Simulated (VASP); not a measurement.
# Li2O (Fm-3m) in VASP: single point with PBEsol

Aim: the single point of Li2O with PBEsol.

Program: VASP 6.6.1. These are calculated values, not measurements. Logs are shortened: lines on timing, memory, paths and dates and some standing lists are left out, and cuts for length are marked.

## 1. The cell of the first run

The structure is cubic, space group Fm-3m (No. 225). The conventional cell has a = 4.626 Å, b = 4.626 Å, c = 4.626 Å, α = 90.00°, β = 90.00°, γ = 90.00°. Within 2.7 Å of Li (site symmetry -43m) lie 4 O at 2.00 Å and 6 Li at 2.31 Å. O (site symmetry m-3m) has 8 Li at 2.00 Å within 2.7 Å.

## 2. Single point, PBEsol

POSCAR

```
Li2O
1.0
    0.0000000000      2.3130104653      2.3130104653
    2.3130104653      0.0000000000      2.3130104653
    2.3130104653      2.3130104653      0.0000000000
Li O
2 1
Direct
    0.7500000000      0.7500000000      0.7500000000
    0.2500000000      0.2500000000      0.2500000000
    0.0000000000      0.0000000000      0.0000000000
```

INCAR.step1

```
SYSTEM = Li2O
  PREC = Accurate
  ENCUT = 650
  EDIFF = 1E-6
  ISMEAR = 0
  SIGMA = 0.02
  LREAL = .False.
  LASPH = .True.
  NELM = 120
  ALGO = Normal
  ISIF = 2
  LWAVE = .False.
  LCHARG = .True.
  GGA = PS
  NBANDS = 13
  GGA_COMPAT = .False.
  NEDOS = 2001
  LORBIT = 11
```

KPOINTS.step1

```
Automatic mesh
0
Gamma
  8 8 8
  0 0 0
```

INCAR.step2

```
SYSTEM = Li2O
  PREC = Accurate
  ENCUT = 650
  EDIFF = 1E-6
  ISMEAR = -5
  SIGMA = 0.02
  LREAL = .False.
  LASPH = .True.
  NELM = 120
  ALGO = Normal
  ISIF = 2
  LWAVE = .False.
  LCHARG = .False.
  GGA = PS
  LORBIT = 10
  NEDOS = 1001
  ICHARG = 11
  GGA_COMPAT = .False.
```

KPOINTS.step2

```
Automatic mesh
0
Gamma
  12 12 12
  0 0 0
```

Potentials or basis: VASP PAW PBE potentials, release 64 (Li_sv, O).

The run is started by

```console
$ cat potpaw_PBE.64/Li_sv/POTCAR potpaw_PBE.64/O/POTCAR > POTCAR
$ cp INCAR.step1 INCAR
$ cp KPOINTS.step1 KPOINTS
$ mpirun -np 1 vasp_std > vasp.out
$ cp INCAR.step2 INCAR
$ cp KPOINTS.step2 KPOINTS
$ mpirun -np 1 vasp_std > vasp.out
```

OUTCAR:

```text
SYSTEM = Li2O
   PREC = Accurate
   ENCUT = 650
   EDIFF = 1E-6
   ISMEAR = -5
   LREAL = .False.
   LASPH = .True.
   NELM = 120
   ISIF = 2
   GGA = PS
   LORBIT = 10
   ICHARG = 11

 ion  position               nearest neighbor table
   1  0.750  0.750  0.750-   3 2.00   3 2.00   3 2.00   3 2.00   2 2.31   2 2.31   2 2.31   2 2.31
                             2 2.31   2 2.31
   2  0.250  0.250  0.250-   3 2.00   3 2.00   3 2.00   3 2.00   1 2.31   1 2.31   1 2.31   1 2.31
                             1 2.31   1 2.31
   3  0.000  0.000  0.000-   1 2.00   2 2.00   1 2.00   1 2.00   1 2.00   2 2.00   2 2.00   2 2.00

  LATTYP: Found a face centered cubic cell.
 ALAT       =     4.6260209306

  Lattice vectors:

 A1 = (   0.0000000000,   2.3130104653,   2.3130104653)
 A2 = (   2.3130104653,   0.0000000000,   2.3130104653)
 A3 = (   2.3130104653,   2.3130104653,   0.0000000000)

Analysis of symmetry for initial positions (statically):
=====================================================================
 Subroutine PRICEL returns:
 Original cell was already a primitive cell.

 Routine SETGRP: Setting up the symmetry group for a
 face centered cubic supercell.

 Subroutine GETGRP returns: Found 48 space group operations
 (whereof 48 operations were pure point group operations)
 out of a pool of 48 trial point group operations.

The static configuration has the point symmetry O_h .

Analysis of symmetry for dynamics (positions and initial velocities):
=====================================================================
 Subroutine PRICEL returns:
 Original cell was already a primitive cell.

 Routine SETGRP: Setting up the symmetry group for a
 face centered cubic supercell.

 Subroutine GETGRP returns: Found 48 space group operations
 (whereof 48 operations were pure point group operations)
 out of a pool of 48 trial point group operations.

The dynamic configuration has the point symmetry O_h .

 Subroutine INISYM returns: Found 48 space group operations
 (whereof 48 operations are pure point group operations),
 and found     1 'primitive' translations

----------------------------------------------------------------------------------------

                                     Primitive cell

  volume of cell :      24.7493

  direct lattice vectors                    reciprocal lattice vectors
     0.000000000  2.313010465  2.313010465    -0.216168499  0.216168499  0.216168499
     2.313010465  0.000000000  2.313010465     0.216168499 -0.216168499  0.216168499
     2.313010465  2.313010465  0.000000000     0.216168499  0.216168499 -0.216168499

  length of vectors
[... 99 lines left out ...]
   EMIN   =  10.00;   EMAX   =-10.00  energy-range for DOS
   EFERMI =   0.00;   METHOD = LEGACY
   ISMEAR =    -5;   SIGMA  =   0.02  broadening in eV -4-tet -1-fermi 0-gaus
   EFERMI_NEDOS =   21; number of points for ismear=-14 and -15
   IALGO  =     38    algorithm
   IMIX   =      4    mixing-type and parameters
     AMIX     =   0.40;   BMIX     =  1.00
     AMIX_MAG =   1.60;   BMIX_MAG =  1.00
  volume/ion in A,a.u.               =       8.25        55.67
  Fermi-wavevector in a.u.,A,eV,Ry     =   1.286118  2.430412 22.505407  1.654101
  Thomas-Fermi vector in A             =   2.418212
   LORBIT       =     10    0 simple, 1 ext, 2 COOP (PROOUT), +10 PAW based schemes
   GGA     = PS    functional components
   LHFCALC =     F    Hartree Fock is set to
   AEXX    =    0.0000 exact exchange contribution
   IVDW    =     0    specifies the selected vdW correction
   LEPSILON=     F    determine dielectric tensor
   LRPA    =     F    only Hartree local field effects (RPA)
 non-spin polarized calculation
 Fermi weights with tetrahedron method with Bloechl corrections
  energy-cutoff  :      650.00
  volume of cell :       24.75
 maximum number of plane-waves:       950

 number of electron      11.9999999 magnetization

 Free energy of the ion-electron system (eV)
  ---------------------------------------------------
  ext. energy  EPLUGINS =         0.00000000
  ---------------------------------------------------
  free energy    TOTEN  =       -14.75044148 eV

  energy without entropy =      -14.75044148  energy(sigma->0) =      -14.75044148

 E-fermi :   1.2455     XC(G=0):  -9.9038

 val. band max:        1.2028677946   @ k =   0.0000   0.0000   0.0000
 cond. band min:       6.0151521581   @ k =   0.5000   0.5000   0.0000
 fundamental gap:      4.8122843635
 Fermi energy:         1.2455003494

 k-point     1 :       0.0000    0.0000    0.0000
  band No.  band energies     occupation
      1     -41.0781      2.00000
      2     -40.7326      2.00000
      3     -14.1440      2.00000
      4       1.2029      2.00000
      5       1.2029      2.00000
      6       1.2029      2.00000
      7       6.3356      0.00000
      8      12.9819      0.00000
      9      12.9819      0.00000
     10      12.9819      0.00000
[... 287 lines left out ...]
 k-point    24 :      -0.4167    0.1667    0.0000
  band No.  band energies     occupation
      1     -40.9006      2.00000
      2     -40.8787      2.00000
      3     -13.9015      2.00000
      4      -1.3955      2.00000
      5       0.3366      2.00000
      6       0.5866      2.00000
      7       9.3807      0.00000
      8      11.2066      0.00000
      9      13.6641      0.00000
     10      14.1272      0.00000

 [... further k-points ...]
[... 5 lines left out ...]
  --------------------------------------------------------------------------------------
  -------------------------------------------------------------------------------------
  Total       -0.3952247     -0.3952247     -0.3952247      0.0000000      0.0000000     -0.0000000
  in kB      -25.5853810    -25.5853810    -25.5853810      0.0000000      0.0000000     -0.0000000
  external PRESSURE =     -25.5853810 kB  Pullay stress =       0.0000000 kB

 VOLUME and BASIS-vectors are now :
 -----------------------------------------------------------------------------
  energy-cutoff  :      650.00
  volume of cell :       24.75
      direct lattice vectors                 reciprocal lattice vectors
     0.000000000  2.313010465  2.313010465    -0.216168499  0.216168499  0.216168499
     2.313010465  0.000000000  2.313010465     0.216168499 -0.216168499  0.216168499
     2.313010465  2.313010465  0.000000000     0.216168499  0.216168499 -0.216168499

 POSITION                                       TOTAL-FORCE (eV/Angst)
 -----------------------------------------------------------------------------------
      3.46952      3.46952      3.46952        -0.000000     -0.000000     -0.000000
      1.15651      1.15651      1.15651         0.000000      0.000000      0.000000
      0.00000      0.00000      0.00000        -0.000000     -0.000000      0.000000
 -----------------------------------------------------------------------------------
    total drift:                                0.000000      0.000000      0.000000

  FREE ENERGIE OF THE ION-ELECTRON SYSTEM (eV)
  ---------------------------------------------------
  free  energy   TOTEN  =       -14.7504414799 eV

  energy  without entropy=      -14.7504414799  energy(sigma->0) =      -14.75044148

 total charge

# of ion       s       p       d       tot
------------------------------------------
    1        2.036   0.094   0.000   2.129
    2        2.036   0.094   0.000   2.129
    3        1.526   3.482   0.000   5.008
--------------------------------------------------
tot          5.597   3.669   0.000   9.267
```

Wall time 33 s (1 thread of Intel Xeon 8259CL, shared host); peak memory 0.15 GiB.

Results:

| Item | Value |
| --- | --- |
| Valence electrons inside the program's atomic spheres | Li 2.13; O 5.01 |

Caveat: the PAW data sets were made with another functional, which shifts forces and pressure a little.
